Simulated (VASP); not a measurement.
# Pd (Im-3m) in VASP: notebook, part 2 of 2

VASP 6.6.1. The steps go on from the part before.

**3. Single point, r2SCAN**

This run uses another cell than the first one, of 15.86 Å³/atom.

POSCAR

```
Pd
1.0
   -1.5826937604      1.5826937604      1.5826937604
    1.5826937604     -1.5826937604      1.5826937604
    1.5826937604      1.5826937604     -1.5826937604
Pd
1
Direct
    0.0000000000      0.0000000000      0.0000000000
```

INCAR.step1

```
PREC = Accurate ; ENCUT = 690
ISMEAR = -1 ; SIGMA = 0.05
LREAL = F ; LASPH = T
NELM = 120 ; NBANDS = 15
GGA = PE ; ALGO = Normal
EDIFF = 1E-5 ; LWAVE = T
LCHARG = F ; GGA_COMPAT = F
```

INCAR.step2

```
PREC = Accurate ; ENCUT = 690
EDIFF = 1E-6 ; ISMEAR = -1
SIGMA = 0.05 ; LREAL = F
LASPH = T ; NELM = 120
ALGO = Normal ; ISIF = 2
LWAVE = F ; LCHARG = T
METAGGA = R2SCAN ; LMIXTAU = T
LELF = T ; LVHAR = T
NBANDS = 15 ; ISTART = 1
GGA_COMPAT = F
```

KPOINTS

```
regular mesh
0
Gamma
  12 12 12
```

Potentials or basis: VASP PAW PBE potentials, release 64 (Pd_sv_GW).

Started as:

```console
$ cat potpaw_PBE.64/Pd_sv_GW/POTCAR > POTCAR
$ cp INCAR.step1 INCAR
$ mpirun -np 1 vasp_std > vasp.out
$ cp INCAR.step2 INCAR
$ mpirun -np 1 vasp_std > vasp.out
```

OUTCAR:

```text
PREC = Accurate
   ENCUT = 690
   EDIFF = 1E-6
   ISMEAR = -1
   LREAL = F
   LASPH = T
   NELM = 120
   ISIF = 2
   METAGGA = R2SCAN
   ISTART = 1

 ion  position               nearest neighbor table
   1  0.000  0.000  0.000-

  LATTYP: Found a body centered cubic cell.
 ALAT       =     3.1653875208

  Lattice vectors:

 A1 = (  -1.5826937604,   1.5826937604,   1.5826937604)
 A2 = (   1.5826937604,  -1.5826937604,   1.5826937604)
[... 601 lines left out ...]
      6       3.4041      2.00000
      7       6.2933      2.00000
      8       6.3066      2.00000
      9       6.4910      2.00000
     10      10.9935      0.00000
     11      14.9861      0.00000
     12      22.0590      0.00000
     13      22.7873      0.00000
     14      31.8808      0.00000
     15      34.5795      0.00000

 [... further k-points ...]
[... 5 lines left out ...]
  --------------------------------------------------------------------------------------
  -------------------------------------------------------------------------------------
  Total       -0.8196668     -0.8196668     -0.8196668     -0.0000000     -0.0000000      0.0000000
  in kB      -82.8127621    -82.8127621    -82.8127621     -0.0000000     -0.0000000      0.0000000
  external PRESSURE =     -82.8127621 kB  Pullay stress =       0.0000000 kB

 VOLUME and BASIS-vectors are now :
 -----------------------------------------------------------------------------
  energy-cutoff  :      690.00
  volume of cell :       15.86
      direct lattice vectors                 reciprocal lattice vectors
    -1.582693760  1.582693760  1.582693760     0.000000000  0.315917085  0.315917085
     1.582693760 -1.582693760  1.582693760     0.315917085  0.000000000  0.315917085
     1.582693760  1.582693760 -1.582693760     0.315917085  0.315917085  0.000000000

 POSITION                                       TOTAL-FORCE (eV/Angst)
 -----------------------------------------------------------------------------------
      0.00000      0.00000      0.00000        -0.000000     -0.000000      0.000000
 -----------------------------------------------------------------------------------
    total drift:                                0.000000      0.000000      0.000000

  FREE ENERGIE OF THE ION-ELECTRON SYSTEM (eV)
  ---------------------------------------------------
  free  energy   TOTEN  =       -21.4217520086 eV

  energy  without entropy=      -21.4112247842  energy(sigma->0) =      -21.41648840
```

OUTCAR.step1:

```text
PREC = Accurate
   ENCUT = 690
   ISMEAR = -1
   LREAL = F
   LASPH = T
   NELM = 120
[... 645 lines left out ...]

 POSITION                                       TOTAL-FORCE (eV/Angst)
 -----------------------------------------------------------------------------------
      0.00000      0.00000      0.00000         0.000000      0.000000     -0.000000
 -----------------------------------------------------------------------------------
    total drift:                                0.000000      0.000000      0.000000

  FREE ENERGIE OF THE ION-ELECTRON SYSTEM (eV)
  ---------------------------------------------------
  free  energy   TOTEN  =        -3.7233901129 eV

  energy  without entropy=       -3.7125070541  energy(sigma->0) =       -3.71794858
```

Run time: 35 s. Hardware: 1 thread of Intel Xeon 6975P-C (Granite Rapids), shared host; peak memory 0.17 GiB.

Results:

* Free energy: -21.4218 eV
* Pressure: -8.3 GPa
* Band gap on the k mesh: zero (bands 9 and 10 overlap by 1.58 eV)

Caveat: the cell stands under tension; the PAW data sets were made with another functional, which shifts forces and pressure a little.

**4. Single point, r2SCAN**

This run uses another cell than the first one, of 16.48 Å³/atom.

POSCAR

```
Pd
1.0
   -1.6031178681      1.6031178681      1.6031178681
    1.6031178681     -1.6031178681      1.6031178681
    1.6031178681      1.6031178681     -1.6031178681
Pd
1
Direct
    0.0000000000      0.0000000000      0.0000000000
```

INCAR.step1

```
SYSTEM = Pd
ALGO = Normal
EDIFF = 1E-5
ENCUT = 690
GGA = PE
GGA_COMPAT = .FALSE.
ISMEAR = -1
LASPH = .TRUE.
LCHARG = .FALSE.
LREAL = .FALSE.
LWAVE = .TRUE.
NBANDS = 15
NELM = 120
PREC = Accurate
SIGMA = 0.05
```

INCAR.step2

```
SYSTEM = Pd
ALGO = Normal
EDIFF = 1E-6
ENCUT = 690
GGA_COMPAT = .FALSE.
ISIF = 2
ISMEAR = -1
ISTART = 1
LASPH = .TRUE.
LCHARG = .FALSE.
LMIXTAU = .TRUE.
LREAL = .FALSE.
LWAVE = .FALSE.
METAGGA = R2SCAN
NBANDS = 15
NELM = 120
PREC = Accurate
SIGMA = 0.05
```

KPOINTS

```
k-points
0
G
  12 12 12
  0 0 0
```

Potentials or basis: VASP PAW PBE potentials, release 64 (Pd_sv_GW).

Started as:

```console
$ cat potpaw_PBE.64/Pd_sv_GW/POTCAR > POTCAR
$ cp INCAR.step1 INCAR
$ mpirun -np 1 vasp_std > vasp.out
$ cp INCAR.step2 INCAR
$ mpirun -np 1 vasp_std > vasp.out
```

OUTCAR:

```text
SYSTEM = Pd
   EDIFF = 1E-6
   ENCUT = 690
   ISIF = 2
   ISMEAR = -1
   ISTART = 1
   LASPH = .TRUE.
   LREAL = .FALSE.
   METAGGA = R2SCAN
   NELM = 120
   PREC = Accurate

 ion  position               nearest neighbor table
   1  0.000  0.000  0.000-

  LATTYP: Found a body centered cubic cell.
 ALAT       =     3.2062357362

  Lattice vectors:

 A1 = (  -1.6031178681,   1.6031178681,   1.6031178681)
 A2 = (   1.6031178681,  -1.6031178681,   1.6031178681)
 A3 = (   1.6031178681,   1.6031178681,  -1.6031178681)

Analysis of symmetry for initial positions (statically):
[... 600 lines left out ...]
      8       5.8547      2.00000
      9       6.0016      2.00000
     10      10.4112      0.00000
     11      14.1639      0.00000
     12      21.3316      0.00000
     13      21.8834      0.00000
     14      30.9049      0.00000
     15      33.7428      0.00000

 [... further k-points ...]
[... 5 lines left out ...]
  --------------------------------------------------------------------------------------
  -------------------------------------------------------------------------------------
  Total       -1.3212179     -1.3212179     -1.3212179     -0.0000000      0.0000000      0.0000000
  in kB     -128.4483964   -128.4483964   -128.4483964     -0.0000000      0.0000000      0.0000000
  external PRESSURE =    -128.4483964 kB  Pullay stress =       0.0000000 kB

 VOLUME and BASIS-vectors are now :
 -----------------------------------------------------------------------------
  energy-cutoff  :      690.00
  volume of cell :       16.48
      direct lattice vectors                 reciprocal lattice vectors
    -1.603117868  1.603117868  1.603117868     0.000000000  0.311892226  0.311892226
     1.603117868 -1.603117868  1.603117868     0.311892226  0.000000000  0.311892226
     1.603117868  1.603117868 -1.603117868     0.311892226  0.311892226  0.000000000

 POSITION                                       TOTAL-FORCE (eV/Angst)
 -----------------------------------------------------------------------------------
      0.00000      0.00000      0.00000        -0.000000      0.000000     -0.000000
 -----------------------------------------------------------------------------------
    total drift:                                0.000000      0.000000      0.000000

  FREE ENERGIE OF THE ION-ELECTRON SYSTEM (eV)
  ---------------------------------------------------
  free  energy   TOTEN  =       -21.3804674086 eV

  energy  without entropy=      -21.3692175112  energy(sigma->0) =      -21.37484246
```

Run time: 43 s. Hardware: 1 thread of Intel Xeon Platinum 8488C (Sapphire Rapids), shared host; peak memory 0.17 GiB.

What came out:

| Property | Result |
| --- | --- |
| Free energy | -21.3805 eV |
| Pressure | -12.8 GPa |
| Band gap on the k mesh | zero (bands 9 and 10 overlap by 1.48 eV) |

Caveat: the cell stands under tension; the PAW data sets were made with another functional, which shifts forces and pressure a little.

**5. Overview**

```tsv
task	level	potentials or basis	cell	k mesh	cutoff (eV)	grid for exact exchange (PRECFOCK)	share of exact exchange	gap on the mesh (eV)	pressure (GPa)
relaxation of cell and atoms	HF	VASP PAW PBE potentials, release 64 (Pd)	relaxed from a = 2.723 Å, angles 109.5°, 1 atom	6 × 6 × 6	600	Normal	1	none	0.0
single point	r2SCAN	VASP PAW PBE potentials, release 64 (Pd_sv_GW)	a = 2.741 Å, angles 109.5°, 1 atom	12 × 12 × 12	690	-	-	none	-8.3
single point	r2SCAN	VASP PAW PBE potentials, release 64 (Pd_sv_GW)	a = 2.777 Å, angles 109.5°, 1 atom	12 × 12 × 12	690	-	-	none	-12.8
```

Alike in all rows: no spin polarisation; smearing fermi-dirac 0.05 eV.

Caveats: some runs use coarse meshes; the PAW data sets were made with another functional, which shifts forces and pressure a little; the cell stands under tension (at least some runs).

Total energies depend on the potentials used, so only differences within one code and one set of settings carry meaning.
